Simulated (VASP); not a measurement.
# SrHI (P4/nmm) in VASP: notebook, part 2 of 2

VASP 6.6.1. Earlier steps stand in the parts before.

## (3) Single point, LDA

This run uses another cell than the first one, of 25.47 Å³/atom, 1.029 times its volume.

INCAR

```
PREC = Accurate
ENCUT = 520
EDIFF = 1E-6
ISMEAR = 0
SIGMA = 0.01
LREAL = False
LASPH = True
NELM = 80
ALGO = Normal
ISIF = 2
LWAVE = False
LCHARG = False
GGA = CA
NBANDS = 27
```

KPOINTS

```
regular mesh
0
Gamma
  4 4 4
```

POSCAR

```
SrHI
1.0
    4.2918694348      0.0000000000      0.0000000000
    0.0000000000      4.2918694348      0.0000000000
    0.0000000000      0.0000000000      8.2970251028
Sr H I
2 2 2
Direct
    0.0000000000      0.5000000000      0.2000000000
    0.5000000000      0.0000000000      0.8000000000
    0.0000000000      0.0000000000      0.0000000000
    0.5000000000      0.5000000000      0.0000000000
    0.0000000000      0.5000000000      0.7000000000
    0.5000000000      0.0000000000      0.3000000000
```

Potentials or basis: VASP PAW LDA potentials, release 64 (Sr_sv, H, I).

The run is started by

```
cat potpaw_LDA.64/Sr_sv/POTCAR potpaw_LDA.64/H/POTCAR potpaw_LDA.64/I/POTCAR > POTCAR
mpirun -np 1 vasp_std > vasp.out
```

OUTCAR:

```text
PREC = Accurate
   ENCUT = 520
   EDIFF = 1E-6
   ISMEAR = 0
   LREAL = False
   LASPH = True
   NELM = 80
   ISIF = 2
   GGA = CA

 ion  position               nearest neighbor table
   1  0.000  0.500  0.200-   3 2.71   4 2.71   3 2.71   4 2.71   6 3.15   6 3.15   6 3.15   6 3.15
                             5 4.15   5 4.15   2 4.50   2 4.50   2 4.50   2 4.50
   2  0.500  0.000  0.800-   3 2.71   4 2.71   4 2.71   3 2.71   5 3.15   5 3.15   5 3.15   5 3.15
                             6 4.15   6 4.15   1 4.50   1 4.50   1 4.50   1 4.50
   3  0.000  0.000  0.000-   1 2.71   2 2.71   1 2.71   2 2.71
   4  0.500  0.500  0.000-   1 2.71   2 2.71   2 2.71   1 2.71
   5  0.000  0.500  0.700-   2 3.15   2 3.15   2 3.15   2 3.15   1 4.15   1 4.15
   6  0.500  0.000  0.300-   1 3.15   1 3.15   1 3.15   1 3.15   2 4.15   2 4.15

  LATTYP: Found a simple tetragonal cell.
 ALAT       =     4.2918694348
 C/A-ratio  =     1.9331960650

  Lattice vectors:

 A1 = (   4.2918694348,   0.0000000000,   0.0000000000)
 A2 = (   0.0000000000,   4.2918694348,   0.0000000000)
 A3 = (   0.0000000000,   0.0000000000,   8.2970251028)

Analysis of symmetry for initial positions (statically):
=====================================================================
 Subroutine PRICEL returns:
 Original cell was already a primitive cell.

 Routine SETGRP: Setting up the symmetry group for a
 simple tetragonal supercell.

 Subroutine GETGRP returns: Found 16 space group operations
 (whereof  8 operations were pure point group operations)
 out of a pool of 16 trial point group operations.

The static configuration has the point symmetry D_2d.
 The point group associated with its full space group is D_4h.

Analysis of symmetry for dynamics (positions and initial velocities):
=====================================================================
 Subroutine PRICEL returns:
 Original cell was already a primitive cell.

 Routine SETGRP: Setting up the symmetry group for a
 simple tetragonal supercell.

[... 129 lines left out ...]
  Thomas-Fermi vector in A             =   2.144071
   LORBIT       =      0    0 simple, 1 ext, 2 COOP (PROOUT), +10 PAW based schemes
   GGA     = CA    functional components
   LHFCALC =     F    Hartree Fock is set to
   AEXX    =    0.0000 exact exchange contribution
   IVDW    =     0    specifies the selected vdW correction
   LEPSILON=     F    determine dielectric tensor
   LRPA    =     F    only Hartree local field effects (RPA)
 non-spin polarized calculation
 Gauss-broadening in eV      SIGMA  =   0.01
  energy-cutoff  :      520.00
  volume of cell :      152.83
 maximum number of plane-waves:      4156
 NGX is ok and might be reduce to    32
   NGX = 15   NGY = 15   NGZ = 31

 number of electron      36.0000001 magnetization

 Free energy of the ion-electron system (eV)
  ---------------------------------------------------
  ext. energy  EPLUGINS =         0.00000000
  ---------------------------------------------------
  free energy    TOTEN  =       -21.19448858 eV

  energy without entropy =      -21.19448858  energy(sigma->0) =      -21.19448858

 E-fermi :   2.6781     XC(G=0):  -8.9822

 val. band max:        2.6083461686   @ k =   0.0000   0.0000   0.5000
 cond. band min:       4.4651424837   @ k =   0.0000   0.0000   0.5000
 fundamental gap:      1.8567963152
 Fermi energy:         2.6781001911

 k-point     1 :       0.0000    0.0000    0.0000
  band No.  band energies     occupation
      1     -31.5988      2.00000
      2     -31.5936      2.00000
      3     -13.7878      2.00000
      4     -13.7441      2.00000
      5     -13.7441      2.00000
      6     -13.7229      2.00000
[... 529 lines left out ...]
     26       8.4857      0.00000
     27       9.4719      0.00000

------------------------ aborting loop because EDIFF is reached ----------------------------------------

  FORCE on cell =-STRESS in cart. coord.  units (eV):
  Direction    XX          YY          ZZ          XY          YZ          ZX
  --------------------------------------------------------------------------------------
  -------------------------------------------------------------------------------------
  Total        1.4967585      1.4967585     -3.1066823      0.0000000      0.0000000     -0.0000000
  in kB       15.6908663     15.6908663    -32.5680696      0.0000000      0.0000000     -0.0000000
  external PRESSURE =      -0.3954457 kB  Pullay stress =       0.0000000 kB

 VOLUME and BASIS-vectors are now :
 -----------------------------------------------------------------------------
  energy-cutoff  :      520.00
  volume of cell :      152.83
      direct lattice vectors                 reciprocal lattice vectors
     4.291869435  0.000000000  0.000000000     0.232998700  0.000000000  0.000000000
     0.000000000  4.291869435  0.000000000     0.000000000  0.232998700  0.000000000
     0.000000000  0.000000000  8.297025103     0.000000000  0.000000000  0.120525126

 POSITION                                       TOTAL-FORCE (eV/Angst)
 -----------------------------------------------------------------------------------
      0.00000      2.14593      1.65941         0.000000      0.000000     -1.731276
      2.14593      0.00000      6.63762        -0.000000      0.000000      1.731276
      0.00000      0.00000      0.00000        -0.000000     -0.000000      0.000000
      2.14593      2.14593      0.00000        -0.000000      0.000000      0.000000
      0.00000      2.14593      5.80792        -0.000000      0.000000     -1.094354
      2.14593      0.00000      2.48911         0.000000      0.000000      1.094354
 -----------------------------------------------------------------------------------
    total drift:                                0.000000      0.000000      0.000000

  FREE ENERGIE OF THE ION-ELECTRON SYSTEM (eV)
  ---------------------------------------------------
  free  energy   TOTEN  =       -21.1944885842 eV

  energy  without entropy=      -21.1944885842  energy(sigma->0) =      -21.19448858
```

It took 26 s on 1 thread of Intel Xeon 6975P-C (Granite Rapids), shared host; peak memory 0.24 GiB.

Results:

| Quantity | Value |
| --- | --- |
| Free energy | -21.1945 eV |
| Pressure | 0.0 GPa |
| Largest force | 1.731 eV/Å |
| Band gap on the k mesh | 1.86 eV, direct |

Forces on the atoms (eV/Å):
```
Sr   0.000  0.000 -1.731
Sr   0.000  0.000  1.731
H    0.000  0.000  0.000
H    0.000  0.000  0.000
I    0.000  0.000 -1.094
I    0.000  0.000  1.094
```

Levels at points of the mesh, in eV from the valence-band top:
| k point | band 15 | band 16 | band 17 | band 18 | band 19 | band 20 | band 21 | band 22 |
| --- | --- | --- | --- | --- | --- | --- | --- | --- |
| (0.00, 0.00, 0.00) | -1.80 | -1.80 | -1.19 | -0.42 | 2.08 | 3.73 | 3.74 | 4.25 |
| (0.50, 0.00, 0.00) | -2.46 | -2.46 | -0.15 | -0.15 | 3.31 | 3.31 | 4.27 | 4.27 |
| (0.50, 0.50, 0.00) | -2.28 | -2.28 | -1.04 | -1.04 | 3.12 | 3.12 | 5.37 | 5.37 |
| (0.00, 0.00, 0.50) | -1.79 | -1.79 | -0.40 | 0.00 | 1.86 | 3.37 | 4.22 | 4.26 |
| (0.50, 0.00, 0.50) | -2.41 | -2.41 | -0.52 | -0.52 | 3.98 | 3.98 | 4.54 | 4.54 |
| (0.50, 0.50, 0.50) | -2.37 | -2.37 | -0.93 | -0.93 | 4.12 | 4.12 | 4.40 | 4.40 |

Caveat: spin-orbit coupling is left out, which moves the levels of the heavy elements; forces of over 1 eV/Å act on the atoms, so gaps and moduli don't describe the material at rest.
